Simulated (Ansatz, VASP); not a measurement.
# H: VASP beside Ansatz

```xyz
4
Lattice="1.6143 -2.6185 0.0000 1.6095 2.6156 0.0000 0.0000 0.0000 6.1086" Properties=species:S:1:pos:R:3 pbc="T T T"
H     1.6362   -0.3428    6.0961
H     1.5876    0.3399    0.0125
H     1.5876    0.3399    3.0418
H     1.6362   -0.3428    3.0668
```

Alike in both runs: task single point; functional PBEsol; k mesh 8 × 8 × 4; occupations gaussian, width 0.02 eV; no spin polarisation.

```csv
,VASP,Ansatz
version,VASP 6.6.1,Ansatz 0.2.0
potentials or method,"VASP PAW PBE potentials, release 64 (H), cutoff 520 eV","scalar-relativistic, plane waves, PAW"
valence electrons in the cell,4,4
```

Ansatz gave:

* gap on the k mesh at the Fermi level (eV): 8.76
* least direct gap on the mesh (eV): 8.76
* pressure (GPa): 4.6
* traceless stress, the component that is largest in VASP (GPa): 8.74
* rms of the force components (eV/Å): 1.802

Task: What did VASP give for the same quantities?

Result: gap on the k mesh at the Fermi level (eV): 8.75; least direct gap on the mesh (eV): 8.75; pressure (GPa): 4.5; traceless stress, the component that is largest in VASP (GPa): 8.74; rms of the force components (eV/Å): 1.808.

VASP's potentials were made for PBE, not for PBEsol. Atom by atom the forces differ by 0.007 eV/Å (rms over components).
